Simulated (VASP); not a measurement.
A run of VASP 6.6.1:

The input INCAR:

```
SYSTEM = PbS
  ALGO = Normal
  EDIFF = 1E-6
  ENCUT = 520
  GGA = PE
  ISIF = 2
  ISMEAR = -1
  LASPH = .TRUE.
  LCHARG = .FALSE.
  LREAL = .FALSE.
  LWAVE = .FALSE.
  NBANDS = 17
  NELM = 60
  PREC = Accurate
  SIGMA = 0.1
```

KPOINTS

```
k-points
0
G
  11 11 11
  0 0 0
```

File POSCAR:

```
PbS
1.0
    3.4994018311      0.0000000000      0.0000000000
    0.0000000000      3.4994018311      0.0000000000
    0.0000000000      0.0000000000      3.4994018311
Pb S
1 1
Direct
    0.0000000000      0.0000000000      0.0000000000
    0.5000000000      0.5000000000      0.5000000000
```

Potentials or basis: VASP PAW PBE potentials, release 64 (Pb_d, S).

The run is started by

```console
$ cat potpaw_PBE.64/Pb_d/POTCAR potpaw_PBE.64/S/POTCAR > POTCAR
$ mpirun -np 1 vasp_std > vasp.out
```

Hardware: 1 thread of Intel Xeon 6975P-C, on a shared host.

Question: Estimate the wall time of this run.

Answer: Run time: 23 s on 1 thread of Intel Xeon 6975P-C, on a shared host, peak memory 0.18 GiB. Counts: scf iterations 12, k points 56.
